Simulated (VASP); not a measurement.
# C (Fm-3m) in VASP: notebook

C is run at these levels: PBE; tasks: single point.

Program: VASP 6.6.1. These are calculated values, not measurements. Logs are shortened: lines on timing, memory, paths and dates and some standing lists are left out, and cuts for length are marked.

### Step 1. The cell of the first run

The structure is cubic, space group Fm-3m (No. 225). Conventional cell: a = 2.966 Å, b = 2.966 Å, c = 2.966 Å, α = 90.00°, β = 90.00°, γ = 90.00°. Within 2.8 Å of C (site symmetry m-3m) lie 12 C at 2.10 Å.

### Step 2. Single point, PBE (volume scaled by 0.889, to set the pressure)

Input file INCAR:

```
SYSTEM = C
PREC = Accurate
ENCUT = 520
EDIFF = 1E-7
ISMEAR = -1
SIGMA = 0.1
LREAL = .FALSE.
LASPH = .TRUE.
NELM = 80
ALGO = Normal
ISIF = 2
LWAVE = .FALSE.
LCHARG = .FALSE.
GGA = PE
NBANDS = 8
```

Input file KPOINTS:

```
regular mesh
0
G
  23 23 23
  0 0 0
```

Input file POSCAR:

```
C
1.0
    0.0000000000      1.4828933604      1.4828933604
    1.4828933604      0.0000000000      1.4828933604
    1.4828933604      1.4828933604      0.0000000000
C
1
Direct
    0.0000000000      0.0000000000      0.0000000000
```

Potentials or basis: VASP PAW PBE potentials, release 64 (C).

Command:

```bash
$ cat potpaw_PBE.64/C/POTCAR > POTCAR
$ mpirun -np 1 vasp_std > vasp.out
```

OUTCAR:

```text
SYSTEM = C
   PREC = Accurate
   ENCUT = 520
   EDIFF = 1E-7
   ISMEAR = -1
   LREAL = .FALSE.
   LASPH = .TRUE.
   NELM = 80
   ISIF = 2
   GGA = PE

 ion  position               nearest neighbor table
   1  0.000  0.000  0.000-

  LATTYP: Found a face centered cubic cell.
 ALAT       =     2.9657867208

  Lattice vectors:

 A1 = (   0.0000000000,   1.4828933604,   1.4828933604)
 A2 = (   1.4828933604,   0.0000000000,   1.4828933604)
 A3 = (   1.4828933604,   1.4828933604,   0.0000000000)

Analysis of symmetry for initial positions (statically):
=====================================================================
 Subroutine PRICEL returns:
 Original cell was already a primitive cell.

 Routine SETGRP: Setting up the symmetry group for a
 face centered cubic supercell.

 Subroutine GETGRP returns: Found 48 space group operations
 (whereof 48 operations were pure point group operations)
 out of a pool of 48 trial point group operations.

The static configuration has the point symmetry O_h .

Analysis of symmetry for dynamics (positions and initial velocities):
=====================================================================
 Subroutine PRICEL returns:
 Original cell was already a primitive cell.

 Routine SETGRP: Setting up the symmetry group for a
 face centered cubic supercell.

 Subroutine GETGRP returns: Found 48 space group operations
 (whereof 48 operations were pure point group operations)
 out of a pool of 48 trial point group operations.

The dynamic configuration has the point symmetry O_h .

 Subroutine INISYM returns: Found 48 space group operations
 (whereof 48 operations are pure point group operations),
 and found     1 'primitive' translations

----------------------------------------------------------------------------------------

                                     Primitive cell

  volume of cell :       6.5217

  direct lattice vectors                    reciprocal lattice vectors
     0.000000000  1.482893360  1.482893360    -0.337178663  0.337178663  0.337178663
     1.482893360  0.000000000  1.482893360     0.337178663 -0.337178663  0.337178663
     1.482893360  1.482893360  0.000000000     0.337178663  0.337178663 -0.337178663

  length of vectors
     2.097127902  2.097127902  2.097127902     0.584010575  0.584010575  0.584010575

  position of ions in fractional coordinates (direct lattice)
     0.000000000  0.000000000  0.000000000

  ion indices of the primitive-cell ions
   primitive index   ion index
                 1           1

----------------------------------------------------------------------------------------

 KPOINTS: regular mesh

Automatic generation of k-mesh.
 Grid dimensions read from file:
 generate k-points for:   23   23   23

 Generating k-lattice:

  Cartesian coordinates                     Fractional coordinates (reciprocal lattice)
    -0.014659942  0.014659942  0.014659942     0.043478261  0.000000000  0.000000000
     0.014659942 -0.014659942  0.014659942     0.000000000  0.043478261  0.000000000
     0.014659942  0.014659942 -0.014659942     0.000000000  0.000000000  0.043478261

  Length of vectors
     0.025391764  0.025391764  0.025391764

  Shift w.r.t. Gamma in fractional coordinates (k-lattice)
     0.000000000  0.000000000  0.000000000

 Subroutine IBZKPT returns following result:
 ===========================================

 Found    364 irreducible k-points:

 Following reciprocal coordinates:
            Coordinates               Weight
  0.000000  0.000000  0.000000      1.000000
  0.043478  0.000000  0.000000      8.000000
  0.086957  0.000000  0.000000      8.000000
  0.130435  0.000000  0.000000      8.000000
  0.173913  0.000000  0.000000      8.000000
  0.217391  0.000000  0.000000      8.000000
[... 16 lines left out ...]
  0.478261  0.043478  0.000000     24.000000
 -0.478261  0.043478  0.000000     24.000000
 [... further k-points ...]
   k-points           NKPTS =    364   k-points in BZ     NKDIM =    364   number of bands    NBANDS=      8
   number of dos      NEDOS =    301   number of ions     NIONS =      1
   total plane-waves  NPLWV =   4096
   dimension x,y,z NGX =    16 NGY =   16 NGZ =   16
   dimension x,y,z NGXF=    32 NGYF=   32 NGZF=   32
   ions per type =               1
   NGX,Y,Z   is equivalent  to a cutoff of  12.68, 12.68, 12.68 a.u.
   NGXF,Y,Z  is equivalent  to a cutoff of  25.37, 25.37, 25.37 a.u.
 SYSTEM =  C
   PREC   = accura    normal or accurate (medium, high low for compatibility)
   ISTART =      0    job   : 0-new  1-cont  2-samecut
   ICHARG =      2    charge: 1-file 2-atom 10-const
   ISPIN  =      1    spin polarized calculation?
   LNONCOLLINEAR =      F non collinear calculations
   LSORBIT =      F    spin-orbit coupling
   LASPH  =      T    aspherical Exc in radial PAW
   ENCUT  =  520.0 eV  38.22 Ry    6.18 a.u.   3.90  3.90  3.90*2*pi/ulx,y,z
   NELM   =     80;   NELMIN=  2; NELMDL= -5     # of ELM steps
   EDIFF  = 0.1E-06   stopping-criterion for ELM
   LREAL  =      F    real-space projection
   EDIFFG = 0.1E-05   stopping-criterion for IOM
   NSW    =      0    number of steps for IOM
   IBRION =     -1    ionic relax: 0-MD 1-quasi-New 2-CG
   NFREE  =      0    steps in history (QN), initial steepest desc. (CG)
   ISIF   =      2    stress and relaxation
   ISYM   =      2    0-nonsym 1-usesym 2-fastsym
   POTIM  = 0.5000    time-step for ionic-motion
   TEBEG  =    0.0;   TEEND  =   0.0 temperature during run
   PSTRESS=    0.0 pullay stress
   NELECT =       4.0000    total number of electrons
   NUPDOWN=      -1.0000    fix difference up-down
   EMIN   =  10.00;   EMAX   =-10.00  energy-range for DOS
   EFERMI =   0.00;   METHOD = LEGACY
   ISMEAR =    -1;   SIGMA  =   0.10  broadening in eV -4-tet -1-fermi 0-gaus
   EFERMI_NEDOS =   21; number of points for ismear=-14 and -15
   IALGO  =     38    algorithm
   IMIX   =      4    mixing-type and parameters
     AMIX     =   0.40;   BMIX     =  1.00
     AMIX_MAG =   1.60;   BMIX_MAG =  1.00
  volume/ion in A,a.u.               =       6.52        44.01
  Fermi-wavevector in a.u.,A,eV,Ry     =   1.390940  2.628495 26.323364  1.934713
  Thomas-Fermi vector in A             =   2.514826
   LORBIT       =      0    0 simple, 1 ext, 2 COOP (PROOUT), +10 PAW based schemes
   GGA     = PE    functional components
   LHFCALC =     F    Hartree Fock is set to
   AEXX    =    0.0000 exact exchange contribution
   IVDW    =     0    specifies the selected vdW correction
   LEPSILON=     F    determine dielectric tensor
   LRPA    =     F    only Hartree local field effects (RPA)
 non-spin polarized calculation
  energy-cutoff  :      520.00
  volume of cell :        6.52
 maximum number of plane-waves:       190
   NGX =  7   NGY =  7   NGZ =  7

 number of electron       4.0000000 magnetization

 Free energy of the ion-electron system (eV)
  ---------------------------------------------------
  ext. energy  EPLUGINS =         0.00000000
  ---------------------------------------------------
  free energy    TOTEN  =        -4.61907890 eV

  energy without entropy =       -4.60774463  energy(sigma->0) =       -4.61341177

 E-fermi :   9.2461     XC(G=0): -13.2426

 val. band max:        9.1696766966   @ k =  -0.3043   0.4348   0.2174
 cond. band min:       9.2465873339   @ k =  -0.2609   0.0870   0.0000
 fundamental gap:      0.0769106373
 Fermi energy:         9.2460586920

 k-point     1 :       0.0000    0.0000    0.0000
  band No.  band energies     occupation
      1     -11.1091      2.00000
      2      18.1077      0.00000
      3      18.1077      0.00000
      4      18.1077      0.00000
      5      40.7509      0.00000
      6      40.7509      0.00000
      7      40.7509      0.00000
      8      43.6580      0.00000

 k-point     2 :       0.0435    0.0000    0.0000
  band No.  band energies     occupation
      1     -11.0278      2.00000
      2      17.8522      0.00000
      3      18.0614      0.00000
      4      18.0614      0.00000
      5      39.8485      0.00000
      6      40.8805      0.00000
      7      40.8805      0.00000
      8      43.5827      0.00000

 k-point     3 :       0.0870    0.0000    0.0000
  band No.  band energies     occupation
      1     -10.7841      2.00000
      2      17.0983      0.00000
      3      17.9288      0.00000
      4      17.9288      0.00000
      5      38.3747      0.00000
      6      41.2277      0.00000
      7      41.2277      0.00000
      8      43.3602      0.00000

 k-point     4 :       0.1304    0.0000    0.0000
  band No.  band energies     occupation
      1     -10.3783      2.00000
      2      15.8893      0.00000
      3      17.7271      0.00000
      4      17.7271      0.00000
      5      37.1454      0.00000
      6      41.6445      0.00000
      7      41.6445      0.00000
      8      43.0003      0.00000

 k-point     5 :       0.1739    0.0000    0.0000
  band No.  band energies     occupation
      1      -9.8109      2.00000
      2      14.3066      0.00000
      3      17.4803      0.00000
      4      17.4803      0.00000
      5      36.2955      0.00000
      6      41.8417      0.00000
      7      41.8417      0.00000
      8      42.5277      0.00000
[... 177 lines left out ...]
 k-point    22 :       0.4348    0.0435    0.0000
  band No.  band energies     occupation
      1      -3.5515      2.00000
      2       2.9004      2.00000
      3      15.9998      0.00000
      4      16.1735      0.00000
      5      35.8139      0.00000
      6      36.6345      0.00000
      7      38.7327      0.00000
      8      41.4062      0.00000

 k-point    23 :       0.4783    0.0435    0.0000
  band No.  band energies     occupation
      1      -1.9615      2.00000
      2       0.9808      2.00000
      3      16.0065      0.00000
      4      16.0087      0.00000
      5      35.9412      0.00000
      6      36.4035      0.00000
      7      38.3533      0.00000
      8      41.2476      0.00000

 k-point    24 :      -0.4783    0.0435    0.0000
  band No.  band energies     occupation
      1      -0.8266      2.00000
      2      -0.2373      2.00000
      3      15.8943      0.00000
      4      16.0800      0.00000
      5      36.0539      0.00000
      6      36.3257      0.00000
      7      38.1826      0.00000
      8      41.2219      0.00000

 [... further k-points ...]

------------------------ aborting loop because EDIFF is reached ----------------------------------------

  FORCE on cell =-STRESS in cart. coord.  units (eV):
  Direction    XX          YY          ZZ          XY          YZ          ZX
  --------------------------------------------------------------------------------------
  -------------------------------------------------------------------------------------
  Total        0.8739547      0.8739547      0.8739547     -0.0000000     -0.0000000      0.0000000
  in kB      214.7038112    214.7038112    214.7038112     -0.0000000     -0.0000000      0.0000000
  external PRESSURE =     214.7038112 kB  Pullay stress =       0.0000000 kB

 VOLUME and BASIS-vectors are now :
 -----------------------------------------------------------------------------
  energy-cutoff  :      520.00
  volume of cell :        6.52
      direct lattice vectors                 reciprocal lattice vectors
     0.000000000  1.482893360  1.482893360    -0.337178663  0.337178663  0.337178663
     1.482893360  0.000000000  1.482893360     0.337178663 -0.337178663  0.337178663
     1.482893360  1.482893360  0.000000000     0.337178663  0.337178663 -0.337178663

 POSITION                                       TOTAL-FORCE (eV/Angst)
 -----------------------------------------------------------------------------------
      0.00000      0.00000      0.00000         0.000000      0.000000      0.000000
 -----------------------------------------------------------------------------------
    total drift:                                0.000000      0.000000     -0.000000

  FREE ENERGIE OF THE ION-ELECTRON SYSTEM (eV)
  ---------------------------------------------------
  free  energy   TOTEN  =        -4.6190788981 eV

  energy  without entropy=       -4.6077446333  energy(sigma->0) =       -4.61341177
```

Run time: 5.2 s. Hardware: 1 thread of Intel Xeon Platinum 8488C (Sapphire Rapids), shared host; peak memory 0.11 GiB.

What came out:

| Quantity | Value |
| --- | --- |
| Free energy | -4.6191 eV |
| Pressure | 21.5 GPa |
| Band gap on the k mesh | zero (band 2 reaches 18.11 eV, above the bottom of band 3 at 5.74 eV) |

Levels at points of the mesh, in eV from the Fermi level:
```csv
k point,band 1,band 2,band 3,band 4,band 5
"(0.00, 0.00, 0.00)",-20.36,8.86,8.86,8.86,31.50
```

Caveat: the cell differs from its parent crystal (volume scaled by 0.889, to set the pressure).

### Step 3. Single point, PBE

Input file INCAR:

```
SYSTEM = C
ALGO     = Normal         ! electronic algorithm
EDIFF    = 1E-6           ! SCF threshold, eV
ENCUT    = 520            ! plane-wave cutoff, eV
GGA      = PE             ! functional
ISIF     = 2              ! what is computed and relaxed
ISMEAR   = -1             ! smearing method
LASPH    = .TRUE.         ! aspherical terms in the spheres
LCHARG   = .TRUE.         ! write CHGCAR
LELF     = .TRUE.         ! ELF
LREAL    = .FALSE.        ! projectors in reciprocal space
LVHAR    = .TRUE.       
LWAVE    = .FALSE.        ! write WAVECAR
NBANDS   = 8              ! bands
NELM     = 80             ! most SCF steps
PREC     = Accurate       ! precision mode
SIGMA    = 0.1            ! smearing width, eV
```

Input file KPOINTS:

```
k-points
0
G
  23 23 23
  0 0 0
```

Input file POSCAR:

```
C
1.0
    0.0000000000      1.4835041688      1.4835041688
    1.4835041688      0.0000000000      1.4835041688
    1.4835041688      1.4835041688      0.0000000000
C
1
Direct
    0.0000000000      0.0000000000      0.0000000000
```

Potentials or basis: VASP PAW PBE potentials, release 64 (C).

Command:

```bash
$ cat potpaw_PBE.64/C/POTCAR > POTCAR
$ mpirun -np 1 vasp_std > vasp.out
```

Run time: 4.9 s. Hardware: 1 thread of Intel Xeon Platinum 8488C (Sapphire Rapids), shared host; peak memory 0.12 GiB.

The run converged. Its results:

```yaml
Free_energy: -4.6202 eV
Pressure: 21.2 GPa
Band_gap_on_the_k_mesh: zero (band 2 reaches 18.08 eV, above the bottom of band 3 at 5.73 eV)
```

Levels at points of the mesh, in eV from the Fermi level:
```csv
k point,band 1,band 2,band 3,band 4,band 5,band 6,band 7
"(0.00, 0.00, 0.00)",-20.34,8.85,8.85,8.85,31.49,31.49,31.49
```

### Step 4. Single point, PBE

Input file INCAR:

```
PREC     = Accurate       # precision mode
ENCUT    = 520            # plane-wave cutoff, eV
EDIFF    = 1E-7           # SCF threshold, eV
ISMEAR   = -1             # smearing method
SIGMA    = 0.1            # smearing width, eV
LREAL    = False          # projectors in reciprocal space
LASPH    = True           # aspherical terms in the spheres
NELM     = 80             # most SCF steps
ALGO     = Normal         # electronic algorithm
ISIF     = 2              # what is computed and relaxed
LWAVE    = False          # write WAVECAR
LCHARG   = False          # write CHGCAR
GGA      = PE             # functional
NBANDS   = 8              # bands
```

Input file KPOINTS:

```
regular mesh
0
Gamma
  23 23 23
```

Input file POSCAR:

```
C
1.0
    0.0000000000      1.4835710038      1.4835710038
    1.4835710038      0.0000000000      1.4835710038
    1.4835710038      1.4835710038      0.0000000000
C
1
Direct
    0.0000000000      0.0000000000      0.0000000000
```

Command:

```bash
$ cat potpaw_PBE.64/C/POTCAR > POTCAR
$ mpirun -np 1 vasp_std > vasp.out
```

It took 6 s on 1 thread of Intel Xeon Platinum 8488C (Sapphire Rapids), shared host; peak memory 0.11 GiB.

It converged, with:

* Free energy: -4.6203 eV
* Pressure: 21.2 GPa
* Band gap on the k mesh: zero (band 2 reaches 18.08 eV, above the bottom of band 3 at 5.73 eV)

Levels at points of the mesh, in eV from the Fermi level:
```tsv
k point	band 1	band 2	band 3	band 4	band 5	band 6
(0.00, 0.00, 0.00)	-20.34	8.85	8.85	8.85	31.49	31.49
```

### Step 5. Single point, PBE

This run uses another cell than the first one, of 7.34 Å³/atom, 1.125 times its volume.

Input file INCAR:

```
  ALGO = Normal
  EDIFF = 1E-7
  ENCUT = 520
  GGA = PE
  ISIF = 2
  ISMEAR = -1
  LASPH = True
  LCHARG = True
  LELF = True
  LREAL = False
  LVHAR = True
  LWAVE = False
  NBANDS = 8
  NELM = 100
  PREC = Accurate
  SIGMA = 0.1
```

Input file KPOINTS:

```
k-points
0
Gamma
  23 23 23
```

Input file POSCAR:

```
C
1.0
    0.0000000000      1.5422069892      1.5422069892
    1.5422069892      0.0000000000      1.5422069892
    1.5422069892      1.5422069892      0.0000000000
C
1
Direct
    0.0000000000      0.0000000000      0.0000000000
```

Command:

```bash
$ cat potpaw_PBE.64/C/POTCAR > POTCAR
$ mpirun -np 1 vasp_std > vasp.out
```

Wall time 5.6 s (1 thread of Intel Xeon Platinum 8488C (Sapphire Rapids), shared host); peak memory 0.11 GiB.

The run converged. Its results:

| Quantity | Value |
| --- | --- |
| Free energy | -4.6700 eV |
| Pressure | 0.1 GPa |
| Band gap on the k mesh | zero (band 2 reaches 15.49 eV, above the bottom of band 3 at 4.43 eV) |

Levels at points of the mesh, in eV from the Fermi level:
| k point | band 1 | band 2 | band 3 | band 4 | band 5 | band 6 |
| --- | --- | --- | --- | --- | --- | --- |
| (0.00, 0.00, 0.00) | -18.72 | 7.91 | 7.91 | 7.91 | 29.93 | 29.93 |

### Step 6. Summary

| cell | gap on the mesh (eV) | pressure (GPa) |
| --- | --- | --- |
| a = 2.097 Å, angles 60.0°, 1 atom | none | 21.5 |
| a = 2.098 Å, angles 60.0°, 1 atom | none | 21.2 |
| a = 2.181 Å, angles 60.0°, 1 atom | none | 0.1 |

Alike in all rows: task single point; level PBE; potentials or basis VASP PAW PBE potentials, release 64 (C); no spin polarisation; k mesh 23 × 23 × 23; cutoff (eV) 520; smearing fermi-dirac 0.1 eV.

Total energies depend on the potentials used, so only differences within one code and one set of settings carry meaning.
